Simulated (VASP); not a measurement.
# SiC (Pmn2_1) in VASP: a series of runs, part 2 of 2

VASP 6.6.1.

## Step 4: Single point, PBE

This run uses another cell than the first one, of 10.83 Å³/atom, 1.090 times its volume.

File INCAR:

```
PREC = Accurate
ENCUT = 520
EDIFF = 1E-7
ISMEAR = 0
SIGMA = 0.05
LREAL = F
LASPH = T
NELM = 60
ALGO = Normal
ISIF = 2
LWAVE = F
LCHARG = F
GGA = PE
NBANDS = 36
```

File KPOINTS:

```
Automatic mesh
0
Gamma
  6 9 3
```

File POSCAR:

```
SiC
1.0
    4.3480000000      0.0000000000      0.0000000000
    0.0000000000      2.1740000000     -2.1740000000
    0.0000000000      6.8755533906      6.8755533906
Si C
6 6
Direct
    0.0000000000      0.0000000000      0.8695141991
    0.5000000000      0.5000000000      0.0790323730
    0.0000000000      0.0000000000      0.2371287382
    0.5000000000      0.5000000000      0.3952251034
    0.0000000000      0.0000000000      0.5533214687
    0.5000000000      0.5000000000      0.7114178339
    0.7500000000      0.0000000000      0.3952251034
    0.2500000000      0.5000000000      0.5533214687
    0.7500000000      0.0000000000      0.7114178339
    0.2500000000      0.5000000000      0.8695141991
    0.7500000000      0.0000000000      0.0790323730
    0.2500000000      0.5000000000      0.2371287382
```

Potentials or basis: VASP PAW PBE potentials, release 64 (Si, C).

Launch:

```bash
$ cat potpaw_PBE.64/Si/POTCAR potpaw_PBE.64/C/POTCAR > POTCAR
$ mpirun -np 1 vasp_std > vasp.out
```

OUTCAR:

```text
PREC = Accurate
   ENCUT = 520
   EDIFF = 1E-7
   ISMEAR = 0
   LREAL = F
   LASPH = T
   NELM = 60
   ISIF = 2
   GGA = PE

 ion  position               nearest neighbor table
   1  0.000  0.000  0.870-   9 1.88  10 1.88  10 1.88  11 2.31   5 3.07   6 3.07   6 3.07   6 3.07
                             6 3.07
   2  0.500  0.500  0.079-  12 1.88  11 1.88  11 1.88  10 2.31   4 3.07   3 3.07   3 3.07   3 3.07
                             3 3.07
   3  0.000  0.000  0.237-   7 1.88  11 1.88  12 1.88  12 1.88   2 3.07   2 3.07   4 3.07   4 3.07
                             2 3.07   4 3.07   2 3.07   4 3.07   5 3.07
   4  0.500  0.500  0.395-  12 1.88   7 1.88   7 1.88   8 1.88   2 3.07   3 3.07   3 3.07   3 3.07
                             3 3.07   5 3.07   5 3.07   5 3.07   5 3.07   6 3.07
   5  0.000  0.000  0.553-   9 1.88   8 1.88   8 1.88   7 1.88   1 3.07   6 3.07   6 3.07   6 3.07
                             6 3.07   4 3.07   4 3.07   4 3.07   4 3.07   3 3.07
   6  0.500  0.500  0.711-   8 1.88  10 1.88   9 1.88   9 1.88   1 3.07   1 3.07   5 3.07   5 3.07
                             1 3.07   5 3.07   1 3.07   5 3.07   4 3.07
   7  0.750  0.000  0.395-   3 1.88   4 1.88   4 1.88   5 1.88
   8  0.250  0.500  0.553-   6 1.88   5 1.88   5 1.88   4 1.88
[... 225 lines left out ...]
      5      -3.1417      2.00000
      6      -2.7203      2.00000
[... 925 lines left out ...]
     35      15.0265      0.00000
     36      15.0440      0.00000

 [... further k-points ...]
[... 5 lines left out ...]
  --------------------------------------------------------------------------------------
  -------------------------------------------------------------------------------------
  Total        1.5333541     -2.8222654     -2.8222654      0.0000000     -6.3987043      0.0000000
  in kB       18.9001962    -34.7873787    -34.7873787      0.0000000    -78.8707362      0.0000000
  external PRESSURE =     -16.8915204 kB  Pullay stress =       0.0000000 kB

 VOLUME and BASIS-vectors are now :
 -----------------------------------------------------------------------------
  energy-cutoff  :      520.00
  volume of cell :      129.98
      direct lattice vectors                 reciprocal lattice vectors
     4.348000000  0.000000000  0.000000000     0.229990800  0.000000000  0.000000000
     0.000000000  2.174000000 -2.174000000     0.000000000  0.229990800 -0.229990800
     0.000000000  6.875553391  6.875553391     0.000000000  0.072721419  0.072721419

 POSITION                                       TOTAL-FORCE (eV/Angst)
 -----------------------------------------------------------------------------------
      0.00000      5.97839      5.97839         0.313185      1.378716      1.378716
      2.17400      1.63039     -0.54361         0.313185     -1.378716     -1.378716
      0.00000      1.63039      1.63039        -0.020203     -0.389829     -0.389829
      2.17400      3.80439      1.63039         0.130702     -0.030456     -0.030456
      0.00000      3.80439      3.80439         0.130702      0.030456      0.030456
      2.17400      5.97839      3.80439        -0.020203      0.389829      0.389829
      3.26100      2.71739      2.71739        -0.070123      0.069162      0.069162
      1.08700      4.89139      2.71739        -0.070123     -0.069162     -0.069162
      3.26100      4.89139      4.89139        -0.282250      0.220637      0.220637
      1.08700      7.06539      4.89139        -0.071311      1.374176      1.374176
      3.26100      0.54339      0.54339        -0.071311     -1.374176     -1.374176
      1.08700      2.71739      0.54339        -0.282250     -0.220637     -0.220637
 -----------------------------------------------------------------------------------
    total drift:                                0.000164     -0.000001     -0.000001

  FREE ENERGIE OF THE ION-ELECTRON SYSTEM (eV)
  ---------------------------------------------------
  free  energy   TOTEN  =       -88.8863927272 eV

  energy  without entropy=      -88.8863927272  energy(sigma->0) =      -88.88639273
```

stdout:

```text
POSCAR found type information on POSCAR SiC
 POSCAR found :  2 types and      12 ions
 scaLAPACK will be used
 LDA part: xc-table for (Slater+PW92), standard interpolation
 POSCAR, INCAR and KPOINTS ok, starting setup
 FFT: planning ... GRIDC
 FFT: planning ... GRID_SOFT
 FFT: planning ... GRID
 WAVECAR not read
 entering main loop
```

It took 1.8 min on 1 thread of AMD EPYC 9R45 (Zen 5), shared host; peak memory 0.26 GiB.

Results:

```yaml
Free_energy: -88.8864 eV
Pressure: -1.7 GPa
Largest_force: 1.975 eV/Å
Band_gap_on_the_k_mesh: 1.12 eV, direct
```

Forces on the atoms (eV/Å):
```
Si   0.313  1.379  1.379
Si   0.313 -1.379 -1.379
Si  -0.020 -0.390 -0.390
Si   0.131 -0.030 -0.030
Si   0.131  0.030  0.030
Si  -0.020  0.390  0.390
C   -0.070  0.069  0.069
C   -0.070 -0.069 -0.069
C   -0.282  0.221  0.221
C   -0.071  1.374  1.374
C   -0.071 -1.374 -1.374
C   -0.282 -0.221 -0.221
```

Stress tensor (GPa, compression positive):
```
 1.89  0.00  0.00
 0.00 -3.48 -7.89
 0.00 -7.89 -3.48
```

Caveat: forces of over 1 eV/Å act on the atoms, so gaps and moduli don't describe the material at rest. A k mesh can miss the band edges.

## Step 5: Single point, PBE

This run uses another cell than the first one, of 11.11 Å³/atom, 1.118 times its volume.

File INCAR:

```
PREC     = Accurate       # precision mode
ENCUT    = 520            # plane-wave cutoff, eV
EDIFF    = 1E-7           # SCF threshold, eV
ISMEAR   = 0              # smearing method
SIGMA    = 0.05           # smearing width, eV
LREAL    = False          # projectors in reciprocal space
LASPH    = True           # aspherical terms in the spheres
NELM     = 60             # most SCF steps
ALGO     = Normal         # electronic algorithm
ISIF     = 2              # what is computed and relaxed
LWAVE    = False          # write WAVECAR
LCHARG   = False          # write CHGCAR
GGA      = PE             # functional
NBANDS   = 36             # bands
```

KPOINTS is that of step 4.

File POSCAR:

```
SiC
1.0
    4.3480000000      0.0000000000      0.0000000000
    0.0000000000      2.1740000000     -2.1740000000
    0.0000000000      7.0523300859      7.0523300859
Si C
6 6
Direct
    0.0000000000      0.0000000000      0.8477185876
    0.5000000000      0.5000000000      0.0770513140
    0.0000000000      0.0000000000      0.2311847687
    0.5000000000      0.5000000000      0.3853182235
    0.0000000000      0.0000000000      0.5394516782
    0.5000000000      0.5000000000      0.6935851329
    0.7500000000      0.0000000000      0.3853182235
    0.2500000000      0.5000000000      0.5394516782
    0.7500000000      0.0000000000      0.6935851329
    0.2500000000      0.5000000000      0.8477185876
    0.7500000000      0.0000000000      0.0770513140
    0.2500000000      0.5000000000      0.2311847687
```

Potentials or basis: VASP PAW PBE potentials, release 64 (Si, C).

Launch:

```bash
$ cat potpaw_PBE.64/Si/POTCAR potpaw_PBE.64/C/POTCAR > POTCAR
$ mpirun -np 1 vasp_std > vasp.out
```

OUTCAR:

```text
PREC = Accurate
   ENCUT = 520
   EDIFF = 1E-7
   ISMEAR = 0
   LREAL = False
   LASPH = True
   NELM = 60
   ISIF = 2
   GGA = PE

 ion  position               nearest neighbor table
   1  0.000  0.000  0.848-   9 1.88  10 1.88  10 1.88  11 2.53   5 3.07   6 3.07   6 3.07   6 3.07
                             6 3.07
   2  0.500  0.500  0.077-  12 1.88  11 1.88  11 1.88  10 2.53   3 3.07   3 3.07   3 3.07   3 3.07
                             4 3.07
   3  0.000  0.000  0.231-  11 1.88  12 1.88  12 1.88   7 1.88   2 3.07   2 3.07   2 3.07   2 3.07
                             4 3.07   4 3.07   4 3.07   4 3.07   5 3.07
   4  0.500  0.500  0.385-   8 1.88   7 1.88   7 1.88  12 1.88   6 3.07   5 3.07   5 3.07   5 3.07
                             5 3.07   3 3.07   3 3.07   3 3.07   3 3.07   2 3.07
   5  0.000  0.000  0.539-   9 1.88   7 1.88   8 1.88   8 1.88   1 3.07   6 3.07   6 3.07   6 3.07
                             6 3.07   4 3.07   4 3.07   4 3.07   4 3.07   3 3.07
   6  0.500  0.500  0.694-   8 1.88  10 1.88   9 1.88   9 1.88   4 3.07   5 3.07   5 3.07   5 3.07
                             5 3.07   1 3.07   1 3.07   1 3.07   1 3.07
   7  0.750  0.000  0.385-   5 1.88   4 1.88   4 1.88   3 1.88
   8  0.250  0.500  0.539-   6 1.88   4 1.88   5 1.88   5 1.88
   9  0.750  0.000  0.694-   5 1.88   1 1.88   6 1.88   6 1.88
  10  0.250  0.500  0.848-   6 1.88   1 1.88   1 1.88   2 2.53
  11  0.750  0.000  0.077-   3 1.88   2 1.88   2 1.88   1 2.53
  12  0.250  0.500  0.231-   2 1.88   3 1.88   3 1.88   4 1.88

  LATTYP: Found a simple orthorhombic cell.
 ALAT       =     3.0745002846
 B/A-ratio  =     1.4142135624
 C/A-ratio  =     3.2439420818

  Lattice vectors:

 A1 = (   0.0000000000,  -2.1740000000,   2.1740000000)
 A2 = (   4.3480000000,   0.0000000000,   0.0000000000)
 A3 = (   0.0000000000,   7.0523300859,   7.0523300859)

Analysis of symmetry for initial positions (statically):
=====================================================================
 Subroutine PRICEL returns:
[... 169 lines left out ...]
   LORBIT       =      0    0 simple, 1 ext, 2 COOP (PROOUT), +10 PAW based schemes
   GGA     = PE    functional components
   LHFCALC =     F    Hartree Fock is set to
   AEXX    =    0.0000 exact exchange contribution
   IVDW    =     0    specifies the selected vdW correction
   LEPSILON=     F    determine dielectric tensor
   LRPA    =     F    only Hartree local field effects (RPA)
 non-spin polarized calculation
 Gauss-broadening in eV      SIGMA  =   0.05
  energy-cutoff  :      520.00
  volume of cell :      133.33
 maximum number of plane-waves:      3620
   NGX = 17   NGY = 11   NGZ = 37

 number of electron      48.0000002 magnetization

 Free energy of the ion-electron system (eV)
  ---------------------------------------------------
  ext. energy  EPLUGINS =         0.00000000
  ---------------------------------------------------
  free energy    TOTEN  =       -87.77737019 eV

  energy without entropy =      -87.77737019  energy(sigma->0) =      -87.77737019

 E-fermi :   7.5166     XC(G=0): -11.0140

 val. band max:        7.3102625166   @ k =   0.0000   0.1111   0.0000
 cond. band min:       8.3384441287   @ k =   0.0000   0.0000   0.0000
 fundamental gap:      1.0281816121
 Fermi energy:         7.5166150830

 k-point     1 :       0.0000    0.0000    0.0000
  band No.  band energies     occupation
      1      -8.0557      2.00000
      2      -6.9814      2.00000
      3      -5.9507      2.00000
      4      -3.8162      2.00000
      5      -3.3656      2.00000
      6      -3.0531      2.00000
[... 925 lines left out ...]
     35      14.7617      0.00000
     36      14.7628      0.00000

 [... further k-points ...]
[... 5 lines left out ...]
  --------------------------------------------------------------------------------------
  -------------------------------------------------------------------------------------
  Total        1.1879999     -3.6608405     -3.6608405      0.0000000     -6.9204899      0.0000000
  in kB       14.2762880    -43.9926064    -43.9926064      0.0000000    -83.1640667      0.0000000
  external PRESSURE =     -24.5696416 kB  Pullay stress =       0.0000000 kB

 VOLUME and BASIS-vectors are now :
 -----------------------------------------------------------------------------
  energy-cutoff  :      520.00
  volume of cell :      133.33
      direct lattice vectors                 reciprocal lattice vectors
     4.348000000  0.000000000  0.000000000     0.229990800  0.000000000  0.000000000
     0.000000000  2.174000000 -2.174000000     0.000000000  0.229990800 -0.229990800
     0.000000000  7.052330086  7.052330086     0.000000000  0.070898553  0.070898553

 POSITION                                       TOTAL-FORCE (eV/Angst)
 -----------------------------------------------------------------------------------
      0.00000      5.97839      5.97839         0.928462      1.254019      1.254019
      2.17400      1.63039     -0.54361         0.928462     -1.254019     -1.254019
      0.00000      1.63039      1.63039        -0.068479     -0.465355     -0.465355
      2.17400      3.80439      1.63039         0.182271     -0.030743     -0.030743
      0.00000      3.80439      3.80439         0.182271      0.030743      0.030743
      2.17400      5.97839      3.80439        -0.068479      0.465355      0.465355
      3.26100      2.71739      2.71739        -0.095514      0.104799      0.104799
      1.08700      4.89139      2.71739        -0.095514     -0.104799     -0.104799
      3.26100      4.89139      4.89139        -0.398609      0.277264      0.277264
      1.08700      7.06539      4.89139        -0.548131      1.307582      1.307582
      3.26100      0.54339      0.54339        -0.548131     -1.307582     -1.307582
      1.08700      2.71739      0.54339        -0.398609     -0.277264     -0.277264
 -----------------------------------------------------------------------------------
    total drift:                               -0.000106     -0.000000     -0.000000

  FREE ENERGIE OF THE ION-ELECTRON SYSTEM (eV)
  ---------------------------------------------------
  free  energy   TOTEN  =       -87.7773701924 eV

  energy  without entropy=      -87.7773701923  energy(sigma->0) =      -87.77737019
```

stdout:

```text
POSCAR found type information on POSCAR SiC
 POSCAR found :  2 types and      12 ions
 scaLAPACK will be used
 LDA part: xc-table for (Slater+PW92), standard interpolation
 POSCAR, INCAR and KPOINTS ok, starting setup
 FFT: planning ... GRIDC
 FFT: planning ... GRID_SOFT
 FFT: planning ... GRID
 WAVECAR not read
 entering main loop
```

Wall time 1.9 min (1 thread of AMD EPYC 9R45 (Zen 5), shared host); peak memory 0.27 GiB.

Results:

| Property | Result |
| --- | --- |
| Free energy | -87.7774 eV |
| Pressure | -2.5 GPa |
| Largest force | 2.002 eV/Å |
| Band gap on the k mesh | 1.03 eV, indirect (least direct gap 1.05 eV) |

Forces in eV/Å, atoms in the order of the input:
```
Si   0.928  1.254  1.254
Si   0.928 -1.254 -1.254
Si  -0.068 -0.465 -0.465
Si   0.182 -0.031 -0.031
Si   0.182  0.031  0.031
Si  -0.068  0.465  0.465
C   -0.096  0.105  0.105
C   -0.096 -0.105 -0.105
C   -0.399  0.277  0.277
C   -0.548  1.308  1.308
C   -0.548 -1.308 -1.308
C   -0.399 -0.277 -0.277
```

Stress tensor (GPa, compression positive):
```
 1.43  0.00  0.00
 0.00 -4.40 -8.32
 0.00 -8.32 -4.40
```

Caveat: forces of over 1 eV/Å act on the atoms, so gaps and moduli don't describe the material at rest. A k mesh can miss the band edges.

## Step 6: Summary

| cell | gap on the mesh (eV) | pressure (GPa) | largest force (eV/Å) |
| --- | --- | --- | --- |
| a = 4.348, b = 3.075, c = 8.924 Å, 12 atoms | 1.13 | 16.3 | 5.77 |
| a = 4.348, b = 3.075, c = 9.474 Å, 12 atoms | 1.23 | 0.3 | 1.57 |
| a = 4.348, b = 3.075, c = 9.724 Å, 12 atoms | 1.12 | -1.7 | 1.97 |
| a = 4.348, b = 3.075, c = 9.974 Å, 12 atoms | 1.03 | -2.5 | 2.00 |

Alike in all rows: task single point; level PBE; potentials or basis VASP PAW PBE potentials, release 64 (Si, C); no spin polarisation; k mesh 6 × 9 × 3; cutoff (eV) 520; smearing gaussian 0.05 eV.

Caveats: forces of over 1 eV/Å act on the atoms, so gaps and moduli don't describe the material at rest.

Total energies depend on the potentials used, so only differences within one code and one set of settings carry meaning.
